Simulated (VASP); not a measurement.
# Ba (Im-3m) in VASP: notebook

The runs below take Ba through single point, with PBE.

All numbers are computed with VASP 6.6.1; they aren't measurements. Logs are shortened: lines on timing, memory, paths and dates and some standing lists are left out, and cuts for length are marked.

## Step 1: The cell of the first run

Symmetry: Im-3m, No. 229, cubic system. The conventional cell has a = 4.945 Å, b = 4.945 Å, c = 4.945 Å, α = 90.00°, β = 90.00°, γ = 90.00°. Ba (site symmetry m-3m) has 14 Ba at 4.28 to 4.95 Å within 5.6 Å.

## Step 2: Single point, PBE (60.47 Å³/atom)

File INCAR:

```
PREC     = Accurate       # precision mode
ENCUT    = 520            # plane-wave cutoff, eV
EDIFF    = 1E-6           # SCF threshold, eV
ISMEAR   = -5             # smearing method
SIGMA    = 0.05           # smearing width, eV
LREAL    = F              # projectors in reciprocal space
LASPH    = T              # aspherical terms in the spheres
NELM     = 60             # most SCF steps
ALGO     = Normal         # electronic algorithm
ISIF     = 2              # what is computed and relaxed
LWAVE    = F              # write WAVECAR
LCHARG   = F              # write CHGCAR
GGA      = PE             # functional
NBANDS   = 11             # bands
```

File KPOINTS:

```
regular mesh
0
Gamma
  8 8 8
```

File POSCAR:

```
Ba
1.0
   -2.4726242250      2.4726242250      2.4726242250
    2.4726242250     -2.4726242250      2.4726242250
    2.4726242250      2.4726242250     -2.4726242250
Ba
1
Direct
    0.0000000000      0.0000000000      0.0000000000
```

Potentials or basis: VASP PAW PBE potentials, release 64 (Ba_sv).

Started as:

```sh
$ cat potpaw_PBE.64/Ba_sv/POTCAR > POTCAR
$ mpirun -np 1 vasp_std > vasp.out
```

OUTCAR:

```text
PREC = Accurate
   ENCUT = 520
   EDIFF = 1E-6
   ISMEAR = -5
   LREAL = F
   LASPH = T
   NELM = 60
   ISIF = 2
   GGA = PE

 ion  position               nearest neighbor table
   1  0.000  0.000  0.000-

  LATTYP: Found a body centered cubic cell.
 ALAT       =     4.9452484500

  Lattice vectors:

 A1 = (  -2.4726242250,   2.4726242250,   2.4726242250)
 A2 = (   2.4726242250,  -2.4726242250,   2.4726242250)
 A3 = (   2.4726242250,   2.4726242250,  -2.4726242250)

Analysis of symmetry for initial positions (statically):
=====================================================================
 Subroutine PRICEL returns:
 Original cell was already a primitive cell.

 Routine SETGRP: Setting up the symmetry group for a
 body centered cubic supercell.

 Subroutine GETGRP returns: Found 48 space group operations
 (whereof 48 operations were pure point group operations)
 out of a pool of 48 trial point group operations.

The static configuration has the point symmetry O_h .

Analysis of symmetry for dynamics (positions and initial velocities):
=====================================================================
 Subroutine PRICEL returns:
 Original cell was already a primitive cell.

 Routine SETGRP: Setting up the symmetry group for a
 body centered cubic supercell.

 Subroutine GETGRP returns: Found 48 space group operations
 (whereof 48 operations were pure point group operations)
 out of a pool of 48 trial point group operations.

The dynamic configuration has the point symmetry O_h .

 Subroutine INISYM returns: Found 48 space group operations
 (whereof 48 operations are pure point group operations),
 and found     1 'primitive' translations

----------------------------------------------------------------------------------------

                                     Primitive cell

  volume of cell :      60.4692

  direct lattice vectors                    reciprocal lattice vectors
    -2.472624225  2.472624225  2.472624225     0.000000000  0.202214309  0.202214309
     2.472624225 -2.472624225  2.472624225     0.202214309  0.000000000  0.202214309
     2.472624225  2.472624225 -2.472624225     0.202214309  0.202214309  0.000000000

  length of vectors
     4.282710786  4.282710786  4.282710786     0.285974219  0.285974219  0.285974219

  position of ions in fractional coordinates (direct lattice)
     0.000000000  0.000000000  0.000000000

  ion indices of the primitive-cell ions
   primitive index   ion index
                 1           1

----------------------------------------------------------------------------------------

 KPOINTS: regular mesh

Automatic generation of k-mesh.
 Grid dimensions read from file:
 generate k-points for:    8    8    8

 Generating k-lattice:

  Cartesian coordinates                     Fractional coordinates (reciprocal lattice)
     0.000000000  0.025276789  0.025276789     0.125000000  0.000000000  0.000000000
     0.025276789  0.000000000  0.025276789     0.000000000  0.125000000  0.000000000
     0.025276789  0.025276789  0.000000000     0.000000000  0.000000000  0.125000000

  Length of vectors
     0.035746777  0.035746777  0.035746777

  Shift w.r.t. Gamma in fractional coordinates (k-lattice)
     0.000000000  0.000000000  0.000000000

 TETIRR: Found    513 inequivalent tetrahedra from     3072

 Subroutine IBZKPT returns following result:
 ===========================================

 Found     29 irreducible k-points:

 Following reciprocal coordinates:
            Coordinates               Weight
  0.000000  0.000000  0.000000      1.000000
  0.125000  0.000000  0.000000     12.000000
  0.250000  0.000000  0.000000     12.000000
  0.375000  0.000000  0.000000     12.000000
  0.500000  0.000000  0.000000      6.000000
  0.125000  0.125000  0.000000     24.000000
[... 16 lines left out ...]
 -0.250000  0.250000  0.250000      6.000000
 -0.375000  0.375000  0.250000     24.000000
 [... further k-points ...]
   k-points           NKPTS =     29   k-points in BZ     NKDIM =     29   number of bands    NBANDS=     11
   number of dos      NEDOS =    301   number of ions     NIONS =      1
   total plane-waves  NPLWV =  32768
   dimension x,y,z NGX =    32 NGY =   32 NGZ =   32
   dimension x,y,z NGXF=    64 NGYF=   64 NGZF=   64
   ions per type =               1
   NGX,Y,Z   is equivalent  to a cutoff of  12.42, 12.42, 12.42 a.u.
   NGXF,Y,Z  is equivalent  to a cutoff of  24.84, 24.84, 24.84 a.u.
 SYSTEM =  unknown system
   PREC   = accura    normal or accurate (medium, high low for compatibility)
   ISTART =      0    job   : 0-new  1-cont  2-samecut
   ICHARG =      2    charge: 1-file 2-atom 10-const
   ISPIN  =      1    spin polarized calculation?
   LNONCOLLINEAR =      F non collinear calculations
   LSORBIT =      F    spin-orbit coupling
   LASPH  =      T    aspherical Exc in radial PAW
   ENCUT  =  520.0 eV  38.22 Ry    6.18 a.u.   7.96  7.96  7.96*2*pi/ulx,y,z
   NELM   =     60;   NELMIN=  2; NELMDL= -5     # of ELM steps
   EDIFF  = 0.1E-05   stopping-criterion for ELM
   LREAL  =      F    real-space projection
   EDIFFG = 0.1E-04   stopping-criterion for IOM
   NSW    =      0    number of steps for IOM
   IBRION =     -1    ionic relax: 0-MD 1-quasi-New 2-CG
   NFREE  =      0    steps in history (QN), initial steepest desc. (CG)
   ISIF   =      2    stress and relaxation
   ISYM   =      2    0-nonsym 1-usesym 2-fastsym
   POTIM  = 0.5000    time-step for ionic-motion
   TEBEG  =    0.0;   TEEND  =   0.0 temperature during run
   PSTRESS=    0.0 pullay stress
   NELECT =      10.0000    total number of electrons
   NUPDOWN=      -1.0000    fix difference up-down
   EMIN   =  10.00;   EMAX   =-10.00  energy-range for DOS
   EFERMI =   0.00;   METHOD = LEGACY
   ISMEAR =    -5;   SIGMA  =   0.05  broadening in eV -4-tet -1-fermi 0-gaus
   EFERMI_NEDOS =   21; number of points for ismear=-14 and -15
   IALGO  =     38    algorithm
   IMIX   =      4    mixing-type and parameters
     AMIX     =   0.40;   BMIX     =  1.00
     AMIX_MAG =   1.60;   BMIX_MAG =  1.00
  volume/ion in A,a.u.               =      60.47       408.07
  Fermi-wavevector in a.u.,A,eV,Ry     =   0.898594  1.698096 10.986306  0.807471
  Thomas-Fermi vector in A             =   2.021322
   LORBIT       =      0    0 simple, 1 ext, 2 COOP (PROOUT), +10 PAW based schemes
   GGA     = PE    functional components
   LHFCALC =     F    Hartree Fock is set to
   AEXX    =    0.0000 exact exchange contribution
   IVDW    =     0    specifies the selected vdW correction
   LEPSILON=     F    determine dielectric tensor
   LRPA    =     F    only Hartree local field effects (RPA)
 non-spin polarized calculation
 Fermi weights with tetrahedron method with Bloechl corrections
  energy-cutoff  :      520.00
  volume of cell :       60.47
 maximum number of plane-waves:      1647
   NGX = 15   NGY = 15   NGZ = 15

 number of electron      10.0000000 magnetization

 number of electron       9.9999999 magnetization

 Free energy of the ion-electron system (eV)
  ---------------------------------------------------
  ext. energy  EPLUGINS =         0.00000000
  ---------------------------------------------------
  free energy    TOTEN  =        -1.90566895 eV

  energy without entropy =       -1.90566895  energy(sigma->0) =       -1.90566895

 E-fermi :   1.7337     XC(G=0):  -7.5417

 val. band max:        1.6644521585   @ k =  -0.3750   0.5000   0.2500
 cond. band min:       1.6727797639   @ k =  -0.3750   0.5000   0.2500
 fundamental gap:      0.0083276054
 Fermi energy:         1.7337446038

 k-point     1 :       0.0000    0.0000    0.0000
  band No.  band energies     occupation
      1     -27.0310      2.00000
      2     -11.9555      2.00000
      3     -11.9555      2.00000
      4     -11.9555      2.00000
      5      -0.9866      2.00000
      6       3.6590      0.00000
      7       3.6590      0.00000
      8       3.6590      0.00000
      9       5.1201      0.00000
     10       5.1201      0.00000
     11       8.8380      0.00000

 k-point     2 :       0.1250    0.0000    0.0000
  band No.  band energies     occupation
      1     -27.0235      2.00000
      2     -12.0381      2.00000
      3     -11.9807      2.00000
      4     -11.9561      2.00000
      5      -0.6857      2.00000
      6       3.4225      0.00000
      7       3.4991      0.00000
      8       3.9706      0.00000
      9       4.8180      0.00000
     10       5.1051      0.00000
     11       9.1613      0.00000

 k-point     3 :       0.2500    0.0000    0.0000
  band No.  band energies     occupation
      1     -27.0052      2.00000
      2     -12.2287      2.00000
      3     -12.0406      2.00000
      4     -11.9576      2.00000
      5       0.0621      2.00000
      6       2.9641      0.00000
      7       2.9719      0.00000
      8       4.8684      0.00000
      9       4.8695      0.00000
     10       5.1778      0.00000
     11       9.2189      0.00000

 k-point     4 :       0.3750    0.0000    0.0000
  band No.  band energies     occupation
      1     -26.9867      2.00000
      2     -12.4084      2.00000
      3     -12.0990      2.00000
      4     -11.9591      2.00000
      5       0.7201      2.00000
      6       2.6007      0.00000
      7       2.8568      0.00000
      8       5.1254      0.00000
      9       5.4559      0.00000
     10       6.2089      0.00000
     11       8.1587      0.00000
[... 239 lines left out ...]
 k-point    22 :       0.2500    0.2500    0.2500
  band No.  band energies     occupation
      1     -26.9755      2.00000
      2     -12.2202      2.00000
      3     -12.2202      2.00000
      4     -12.2202      2.00000
      5       2.3420     -0.25610
      6       2.3420      0.00000
      7       2.3420      0.00000
      8       5.8124      0.00000
      9       5.8126      0.00000
     10       5.8126      0.00000
     11       8.8162      0.00000

 k-point    23 :      -0.2500    0.2500    0.2500
  band No.  band energies     occupation
      1     -26.9827      2.00000
      2     -12.2395      2.00000
      3     -12.1329      2.00000
      4     -12.1329      2.00000
      5       0.9262      2.00000
      6       2.5220     -0.02926
      7       3.7146      0.00000
      8       3.7146      0.00000
      9       4.8205      0.00000
     10       5.5599      0.00000
     11       8.9687      0.00000

 k-point    24 :      -0.3750    0.3750    0.2500
  band No.  band energies     occupation
      1     -26.9667      2.00000
      2     -12.3460      2.00000
      3     -12.1962      2.00000
      4     -12.1492      2.00000
      5       1.4587      2.00226
      6       1.9952     -0.00625
      7       3.7191      0.00000
      8       3.9573      0.00000
      9       5.4938      0.00000
     10       5.8864      0.00000
     11       9.2120      0.00000

 [... further k-points ...]

------------------------ aborting loop because EDIFF is reached ----------------------------------------

  FORCE on cell =-STRESS in cart. coord.  units (eV):
  Direction    XX          YY          ZZ          XY          YZ          ZX
  --------------------------------------------------------------------------------------
  -------------------------------------------------------------------------------------
  Total        0.2106680      0.2106680      0.2106680      0.0000000      0.0000000     -0.0000000
  in kB        5.5818074      5.5818074      5.5818074      0.0000000      0.0000000     -0.0000000
  external PRESSURE =       5.5818074 kB  Pullay stress =       0.0000000 kB

 VOLUME and BASIS-vectors are now :
 -----------------------------------------------------------------------------
  energy-cutoff  :      520.00
  volume of cell :       60.47
      direct lattice vectors                 reciprocal lattice vectors
    -2.472624225  2.472624225  2.472624225     0.000000000  0.202214309  0.202214309
     2.472624225 -2.472624225  2.472624225     0.202214309  0.000000000  0.202214309
     2.472624225  2.472624225 -2.472624225     0.202214309  0.202214309  0.000000000

 POSITION                                       TOTAL-FORCE (eV/Angst)
 -----------------------------------------------------------------------------------
      0.00000      0.00000      0.00000         0.000000      0.000000      0.000000
 -----------------------------------------------------------------------------------
    total drift:                               -0.000000      0.000000     -0.000000

  FREE ENERGIE OF THE ION-ELECTRON SYSTEM (eV)
  ---------------------------------------------------
  free  energy   TOTEN  =        -1.9056689529 eV

  energy  without entropy=       -1.9056689529  energy(sigma->0) =       -1.90566895
```

Wall time 26 s (1 thread of AMD EPYC 7R13, shared host); peak memory 0.15 GiB.

Results:

```
Free energy            : -1.9057 eV
Pressure               : 0.6 GPa
Band gap on the k mesh : zero (bands 5 and 6 overlap by 1.16 eV)
```

Caveat: spin-orbit coupling is left out, which moves the levels of the heavy elements; tetrahedron occupations give inexact forces and stress in metals.

## Step 3: Single point, PBE (61.68 Å³/atom)

This run uses another cell than the first one, of 61.68 Å³/atom.

File INCAR:

```
PREC = Accurate
ENCUT = 520
EDIFF = 1E-6
ISMEAR = -5
SIGMA = 0.05
LREAL = False
LASPH = True
NELM = 80
ALGO = Fast
ISIF = 2
LWAVE = False
LCHARG = False
GGA = PE
NBANDS = 11
```

File KPOINTS:

```
Automatic mesh
0
Gamma
  8 8 8
```

File POSCAR:

```
Ba
1.0
   -2.4889996971      2.4889996971      2.4889996971
    2.4889996971     -2.4889996971      2.4889996971
    2.4889996971      2.4889996971     -2.4889996971
Ba
1
Direct
    0.0000000000      0.0000000000      0.0000000000
```

Potentials or basis: VASP PAW PBE potentials, release 64 (Ba_sv).

Started as:

```sh
$ cat potpaw_PBE.64/Ba_sv/POTCAR > POTCAR
$ mpirun -np 1 vasp_std > vasp.out
```

It took 32 s on 1 thread of AMD EPYC 7R13, shared host; peak memory 0.15 GiB.

Results (log left out):

| Quantity | Value |
| --- | --- |
| Free energy | -1.9085 eV |
| Pressure | 0.4 GPa |
| Band gap on the k mesh | zero (bands 5 and 6 overlap by 1.11 eV) |

Levels at points of the mesh, in eV from the Fermi level:
```tsv
k point	band 2	band 3	band 4	band 5	band 6	band 7	band 8	band 9
(0.00, 0.00, 0.00)	-13.74	-13.74	-13.74	-2.71	1.90	1.90	1.90	3.34
(0.50, 0.00, 0.00)	-14.23	-13.89	-13.74	-0.86	0.74	1.36	3.31	3.90
(0.50, 0.50, 0.50)	-14.08	-14.08	-14.08	-0.52	-0.52	4.51	4.51	4.51
```

Caveat: spin-orbit coupling is left out, which moves the levels of the heavy elements; tetrahedron occupations give inexact forces and stress in metals.
